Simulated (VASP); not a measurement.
Runs of VASP 6.6.1 on Sn2GeSe3. The structure is that of space group R-3m (No. 166), or close to it. The cells are those of the table. 

| task | level | cell | k mesh | cutoff (eV) | k mesh for the DOS | occupations for the DOS | gap on the mesh (eV) | pressure (GPa) | largest force (eV/Å) |
| --- | --- | --- | --- | --- | --- | --- | --- | --- | --- |
| single point | PBE | a = 6.161 Å, angles 62.1°, 6 atoms | 3 × 3 × 3 | 520 | - | - | none | -6.0 | 0.18 |
| relaxation of cell and atoms | PBE | relaxed from a = 6.161 Å, angles 62.1°, 6 atoms | 3 × 3 × 3 | 600 | - | - | (a) | 0.1 | 0.02 |
| single point | PBE | a = 5.582 Å, angles 84.4°, 6 atoms | 6 × 6 × 6 | 520 | - | - | none | 0.0 | 0.02 |
| single point | PBE | a = 5.540 Å, angles 85.3°, 6 atoms | 3 × 3 × 3 | 520 | - | - | 0.03 | 0.1 | (b) |

Alike in all rows: potentials or basis VASP PAW PBE potentials, release 64 (Sn_d, Ge_d, Se); no spin polarisation; smearing gaussian 0.1 eV.

Estimate the missing entries.

(a) 0.06; (b) 0.01.

Caveats: some runs use coarse meshes; spin-orbit coupling is left out, which moves the levels of the heavy elements.

A k mesh can miss the band edges, and the runs leave out spin-orbit coupling on Ge, Se, Sn.

A gap of «none» marks levels without a gap at the run's occupations.
